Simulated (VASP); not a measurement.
# InSb (zincblende type) (F-43m) in VASP: notebook, part 2 of 2

VASP 6.6.1. The steps go on from the part before.

### 3 Relaxation of cell and atoms, PBE, target pressure 73 GPa, at which the enthalpy is minimised

INCAR

```
PREC = Accurate ; ENCUT = 600
EDIFF = 1E-7 ; ISMEAR = -1
SIGMA = 0.1 ; LREAL = False
LASPH = True ; NELM = 60
ALGO = Normal ; ISIF = 3
LWAVE = False ; LCHARG = False
GGA = PE ; IBRION = 2
NSW = 32 ; EDIFFG = -0.005
PSTRESS = 730.0
```

KPOINTS

```
regular mesh
0
Gamma
  13 13 13
```

POSCAR

```
InSb
1.0
    0.0000000000      2.7665283317      2.7665283317
    2.7665283317      0.0000000000      2.7665283317
    2.7665283317      2.7665283317      0.0000000000
In Sb
1 1
Direct
    0.0000000000      0.0000000000      0.0000000000
    0.2500000000      0.2500000000      0.2500000000
```

Potentials or basis: VASP PAW PBE potentials, release 64 (In_d, Sb).

Started as:

```console
cat potpaw_PBE.64/In_d/POTCAR potpaw_PBE.64/Sb/POTCAR > POTCAR
mpirun -np 1 vasp_std > vasp.out
```

OUTCAR:

```text
PREC = Accurate
   ENCUT = 600
   EDIFF = 1E-7
   ISMEAR = -1
   LREAL = False
   LASPH = True
   NELM = 60
   ISIF = 3
   GGA = PE
   IBRION = 2
   NSW = 32
   EDIFFG = -0.005
   PSTRESS = 730.0

 ion  position               nearest neighbor table
   1  0.000  0.000  0.000-   2 2.40   2 2.40   2 2.40   2 2.40
   2  0.250  0.250  0.250-   1 2.40   1 2.40   1 2.40   1 2.40

  LATTYP: Found a face centered cubic cell.
 ALAT       =     5.5330566634

  Lattice vectors:

 A1 = (   0.0000000000,   2.7665283317,   2.7665283317)
 A2 = (   2.7665283317,   0.0000000000,   2.7665283317)
 A3 = (   2.7665283317,   2.7665283317,   0.0000000000)

Analysis of symmetry for initial positions (statically):
=====================================================================
 Subroutine PRICEL returns:
 Original cell was already a primitive cell.

 Routine SETGRP: Setting up the symmetry group for a
 face centered cubic supercell.

 Subroutine GETGRP returns: Found 24 space group operations
 (whereof 24 operations were pure point group operations)
 out of a pool of 48 trial point group operations.

The static configuration has the point symmetry T_d .

Analysis of symmetry for dynamics (positions and initial velocities):
=====================================================================
 Subroutine PRICEL returns:
 Original cell was already a primitive cell.

 Routine SETGRP: Setting up the symmetry group for a
 face centered cubic supercell.

 Subroutine GETGRP returns: Found 24 space group operations
 (whereof 24 operations were pure point group operations)
 out of a pool of 48 trial point group operations.

The dynamic configuration has the point symmetry T_d .

 Subroutine INISYM returns: Found 24 space group operations
 (whereof 24 operations are pure point group operations),
 and found     1 'primitive' translations

----------------------------------------------------------------------------------------

                                     Primitive cell

  volume of cell :      42.3482

  direct lattice vectors                    reciprocal lattice vectors
     0.000000000  2.766528332  2.766528332    -0.180731928  0.180731928  0.180731928
     2.766528332  0.000000000  2.766528332     0.180731928 -0.180731928  0.180731928
     2.766528332  2.766528332  0.000000000     0.180731928  0.180731928 -0.180731928

  length of vectors
     3.912461887  3.912461887  3.912461887     0.313036882  0.313036882  0.313036882

  position of ions in fractional coordinates (direct lattice)
     0.000000000  0.000000000  0.000000000
     0.250000000  0.250000000  0.250000000

  ion indices of the primitive-cell ions
   primitive index   ion index
                 1           1
                 2           2

----------------------------------------------------------------------------------------

 KPOINTS: regular mesh

Automatic generation of k-mesh.
 Grid dimensions read from file:
 generate k-points for:   13   13   13

 Generating k-lattice:

  Cartesian coordinates                     Fractional coordinates (reciprocal lattice)
    -0.013902456  0.013902456  0.013902456     0.076923077  0.000000000  0.000000000
     0.013902456 -0.013902456  0.013902456     0.000000000  0.076923077  0.000000000
[... 44 lines left out ...]
   dimension x,y,z NGXF=    64 NGYF=   64 NGZF=   64
   ions per type =               1   1
   NGX,Y,Z   is equivalent  to a cutoff of  13.60, 13.60, 13.60 a.u.
   NGXF,Y,Z  is equivalent  to a cutoff of  27.19, 27.19, 27.19 a.u.
 SYSTEM =  unknown system
   PREC   = accura    normal or accurate (medium, high low for compatibility)
   ISTART =      0    job   : 0-new  1-cont  2-samecut
   ICHARG =      2    charge: 1-file 2-atom 10-const
   ISPIN  =      1    spin polarized calculation?
   LNONCOLLINEAR =      F non collinear calculations
   LSORBIT =      F    spin-orbit coupling
   LASPH  =      T    aspherical Exc in radial PAW
   ENCUT  =  600.0 eV  44.10 Ry    6.64 a.u.   7.81  7.81  7.81*2*pi/ulx,y,z
   NELM   =     60;   NELMIN=  2; NELMDL= -5     # of ELM steps
   EDIFF  = 0.1E-06   stopping-criterion for ELM
   LREAL  =      F    real-space projection
   EDIFFG = -.5E-02   stopping-criterion for IOM
   NSW    =     32    number of steps for IOM
   IBRION =      2    ionic relax: 0-MD 1-quasi-New 2-CG
   NFREE  =      1    steps in history (QN), initial steepest desc. (CG)
   ISIF   =      3    stress and relaxation
   ISYM   =      2    0-nonsym 1-usesym 2-fastsym
   POTIM  = 0.5000    time-step for ionic-motion
   TEBEG  =    0.0;   TEEND  =   0.0 temperature during run
   PSTRESS=  730.0 pullay stress
   NELECT =      18.0000    total number of electrons
   NUPDOWN=      -1.0000    fix difference up-down
   EMIN   =  10.00;   EMAX   =-10.00  energy-range for DOS
   EFERMI =   0.00;   METHOD = LEGACY
   ISMEAR =    -1;   SIGMA  =   0.10  broadening in eV -4-tet -1-fermi 0-gaus
   EFERMI_NEDOS =   21; number of points for ismear=-14 and -15
   IALGO  =     38    algorithm
   IMIX   =      4    mixing-type and parameters
     AMIX     =   0.40;   BMIX     =  1.00
     AMIX_MAG =   1.60;   BMIX_MAG =  1.00
  volume/ion in A,a.u.               =      21.17       142.89
  Fermi-wavevector in a.u.,A,eV,Ry     =   1.230894  2.326052 20.614177  1.515099
  Thomas-Fermi vector in A             =   2.365725
   LORBIT       =      0    0 simple, 1 ext, 2 COOP (PROOUT), +10 PAW based schemes
   GGA     = PE    functional components
   LHFCALC =     F    Hartree Fock is set to
   AEXX    =    0.0000 exact exchange contribution
   IVDW    =     0    specifies the selected vdW correction
   LEPSILON=     F    determine dielectric tensor
   LRPA    =     F    only Hartree local field effects (RPA)
 conjugate gradient relaxation of ions
 non-spin polarized calculation
  energy-cutoff  :      600.00
  volume of cell :       42.35
 maximum number of plane-waves:      1428
   NGX = 15   NGY = 15   NGZ = 15

--------------------------------------- Ionic step        1  -------------------------------------------

 number of electron      17.9999998 magnetization

 Free energy of the ion-electron system (eV)
  ---------------------------------------------------
  ext. energy  EPLUGINS =         0.00000000
  ---------------------------------------------------
  free energy    TOTEN  =        -2.77922394 eV

  energy without entropy =       -2.77609587  energy(sigma->0) =       -2.77765991

------------------------ aborting loop because EDIFF is reached ----------------------------------------

  FORCE on cell =-STRESS in cart. coord.  units (eV):
  Direction    XX          YY          ZZ          XY          YZ          ZX
  --------------------------------------------------------------------------------------
  -------------------------------------------------------------------------------------
  Total       19.2121310     19.2121310     19.2121310      0.0000000     -0.0000000      0.0000000
  in kB      726.8599823    726.8599823    726.8599823      0.0000000     -0.0000000      0.0000000
  external PRESSURE =      -3.1400177 kB  Pullay stress =     730.0000000 kB
[... 63 lines left out ...]
--------------------------------------- Ionic step        3  -------------------------------------------

 number of electron      17.9999998 magnetization

 Free energy of the ion-electron system (eV)
  ---------------------------------------------------
  ext. energy  EPLUGINS =         0.00000000
  ---------------------------------------------------
  free energy    TOTEN  =        -2.75836857 eV

  energy without entropy =       -2.75521371  energy(sigma->0) =       -2.75679114

 E-fermi :  11.8725     XC(G=0): -10.9014

 val. band max:       11.7220767002   @ k =  -0.0769   0.0769   0.0000
 cond. band min:      11.9073405384   @ k =   0.0000   0.0000   0.0000
 fundamental gap:      0.1852638382
 Fermi energy:        11.8725313505

 k-point     1 :       0.0000    0.0000    0.0000
  band No.  band energies     occupation
      1      -4.9372      2.00000
      2      -4.9372      2.00000
      3      -4.9372      2.00000
      4      -4.6076      2.00000
      5      -4.6076      2.00000
      6      -3.1367      2.00000
      7      11.9073      0.82769
      8      11.9073      0.82769
      9      11.9073      0.82769
     10      14.4079      0.00000
     11      14.4079      0.00000
     12      14.4079      0.00000
     13      14.4314      0.00000
[... 354 lines left out ...]
  band No.  band energies     occupation
      1      -5.2033      2.00000
      2      -4.8427      2.00000
      3      -4.8243      2.00000
      4      -4.6388      2.00000
      5      -4.6011      2.00000
      6      -0.2900      2.00000
      7       3.8554      2.00000
      8       8.3176      2.00000
      9       9.0376      2.00000
     10      13.6197      0.00000
     11      15.8381      0.00000
     12      16.7767      0.00000
     13      17.7184      0.00000

 [... further k-points ...]
[... 5 lines left out ...]
  --------------------------------------------------------------------------------------
  -------------------------------------------------------------------------------------
  Total       19.2772547     19.2772547     19.2772547     -0.0000000      0.0000000     -0.0000000
  in kB      730.1147803    730.1147803    730.1147803     -0.0000000      0.0000000     -0.0000000
  external PRESSURE =       0.1147803 kB  Pullay stress =     730.0000000 kB
[... 21 lines left out ...]
  energy  without entropy=       -2.7552137090  energy(sigma->0) =       -2.75679114

  enthalpy is  TOTEN    =        16.5158556026 eV   P V=       19.2742241770

 reached required accuracy - stopping structural energy minimisation
```

OSZICAR:

```text
N       E                     dE             d eps       ncg     rms          rms(c)
DAV:   1     0.128198851212E+03    0.12820E+03   -0.92912E+03  2184   0.178E+03
DAV:   2     0.499940570759E+01   -0.12320E+03   -0.11991E+03  2344   0.365E+02
DAV:   3    -0.288815431742E+01   -0.78876E+01   -0.77838E+01  2702   0.942E+01
DAV:   4    -0.309650230682E+01   -0.20835E+00   -0.20826E+00  2801   0.163E+01
[... 29 lines left out ...]
DAV:   5    -0.275837327620E+01    0.23078E-04   -0.15895E-05  2632   0.440E-02    0.303E-02
DAV:   6    -0.275836974809E+01    0.35281E-05   -0.26536E-06  3304   0.144E-02    0.121E-02
DAV:   7    -0.275836837733E+01    0.13708E-05   -0.61527E-07  2789   0.106E-02    0.266E-03
DAV:   8    -0.275836848538E+01   -0.10805E-06   -0.41874E-08  1162   0.489E-03    0.127E-03
DAV:   9    -0.275836857445E+01   -0.89070E-07   -0.63327E-09  1107   0.796E-04
   3 F= 0.16515856E+02 E0= 0.16517433E+02  d E =-.473829E-04
```

CONTCAR:

```text
InSb
   1.00000000000000
    -0.0000000000000000    2.7655289611553537    2.7655289611553537
     2.7655289611553537   -0.0000000000000000    2.7655289611553537
     2.7655289611553537    2.7655289611553537    0.0000000000000000
  In              Sb
     1     1
Direct
     0.0000000000000000    0.0000000000000000    0.0000000000000000
     0.2500000000000000    0.2500000000000000    0.2500000000000000

  0.00000000E+00  0.00000000E+00  0.00000000E+00
  0.00000000E+00  0.00000000E+00  0.00000000E+00
```

Wall time 54 s (1 thread of Intel Xeon 6975P-C (Granite Rapids), shared host); peak memory 0.22 GiB.

Results:

| Property | Result |
| --- | --- |
| Free energy | -2.7584 eV |
| Relaxed volume | 21.15 Å³/atom |
| Relaxed cell | a = 3.911 Å, b = 3.911 Å, c = 3.911 Å, α = 60.00°, β = 60.00°, γ = 60.00° |
| Space group after relaxing (to 0.05 Å) | F-43m (No. 216) |
| Energy change on relaxing (the enthalpy is what falls) | +10.4 meV/atom |
| Ionic steps | 3 |
| Pressure after relaxing | 73.0 GPa |

Step by step:
| step | energy change (eV) | largest force (eV/Å) | pressure (GPa) | volume (Å³) |
| --- | --- | --- | --- | --- |
| 1 | 0.0000 | 0.0000 | 72.69 | 42.35 |
| 2 | 0.1166 | 0.0000 | 74.51 | 42.09 |
| 3 | 0.0209 | 0.0000 | 73.01 | 42.30 |

Final structure:
```cif
data_structure
_symmetry_space_group_name_H-M 'P 1'
_symmetry_Int_Tables_number 1
_cell_length_a 3.9110
_cell_length_b 3.9110
_cell_length_c 3.9110
_cell_angle_alpha 60.000
_cell_angle_beta 60.000
_cell_angle_gamma 60.000
_cell_volume 42.30
loop_
_atom_site_label
_atom_site_type_symbol
_atom_site_fract_x
_atom_site_fract_y
_atom_site_fract_z
_atom_site_occupancy
In1 In 0.00000 0.00000 0.00000 1
Sb1 Sb 0.25000 0.25000 0.25000 1
```

Levels at points of the mesh, in eV from the Fermi level:
```tsv
k point	band 6	band 7	band 8	band 9	band 10	band 11	band 12	band 13
(0.00, 0.00, 0.00)	-15.01	0.03	0.03	0.03	2.54	2.54	2.54	2.56
```

Caveat: the cell is relaxed towards a set pressure, so the enthalpy falls and the energy may rise; spin-orbit coupling is left out, which moves the levels of the heavy elements.
